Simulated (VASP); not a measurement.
Set up this calculation in VASP 6.6.1, as the native input.

| Property | Result |
| --- | --- |
| Task | single point |
| Functional | PBE |
| Potentials or basis | VASP PAW PBE potentials, release 64 (C, Si) |
| Cutoff | 520 eV |
| k mesh | 1 × 1 × 1, shifted |
| Occupations | fermi-dirac, width 0.3447 eV |
| Spin | no spin polarisation |
| Dipole correction | no |
| Mended | yes |
| Further INCAR settings | LREAL = Auto; ALGO = Normal; EDIFF = 1e-06; NBANDS = 43; ISYM = -1 |

The structure of Si4C11 lies in POSCAR:

```
Si4C11
1.0
    5.5684850000      0.1677970000      0.0711490000
    0.1677970000      5.4749150000     -0.0943290000
    0.0711490000     -0.0943290000      5.5837510000
C Si
11 4
Direct
    0.0722915316     -0.1027410564     -0.1186617977
    1.3816163224      0.1138401562     -1.2237249103
    0.6089585621     -0.3456622398      0.5641747338
    0.7617300707      0.5244405815      0.0789325353
    0.8196016424      0.8056842460     -0.0545594616
    0.4832605460     -0.1057543969     -0.6012007360
    0.3283135190     -0.0677354759     -0.0525389829
    0.4905354484      0.5323913237     -0.2782323505
   -0.4238684451      0.3783625993      0.0765853244
    0.5120401452      1.3324550035     -0.1555864501
    0.3268474709      0.0513308948     -0.4882346793
    1.0172557291      0.2037885643     -0.3207547321
    0.3371232883      0.6309967635      0.2062665955
    0.8956963267     -0.4581561266      0.3721157503
    1.1707681733      1.2596269751      0.1891995843
```

The input as run:

INCAR

```
SYSTEM = Si4C11
PREC = Accurate
ENCUT = 520
EDIFF = 1E-6
ISMEAR = -1
SIGMA = 0.3447
LREAL = Auto
LASPH = .TRUE.
NELM = 120
ALGO = Normal
ISIF = 2
LWAVE = .FALSE.
LCHARG = .FALSE.
GGA = PE
ISYM = -1
NBANDS = 43
GGA_COMPAT = .FALSE.
```

KPOINTS

```
explicit points
1
Reciprocal
  0.25000000   0.25000000   0.25000000 1
```

Potentials or basis: VASP PAW PBE potentials, release 64 (C, Si).

Launch:

```sh
$ cat potpaw_PBE.64/C/POTCAR potpaw_PBE.64/Si/POTCAR > POTCAR
$ mpirun -np 1 vasp_std > vasp.out
```

It gave:

- Pressure: 0.7 GPa
- Largest force: 7.024 eV/Å

Caveat: the atoms stand as in a frame of molecular dynamics.

It took 11 s on 1 thread of Intel(R) Xeon(R) 6975P-C (Granite Rapids) (shared host), peak memory 0.24 GiB.
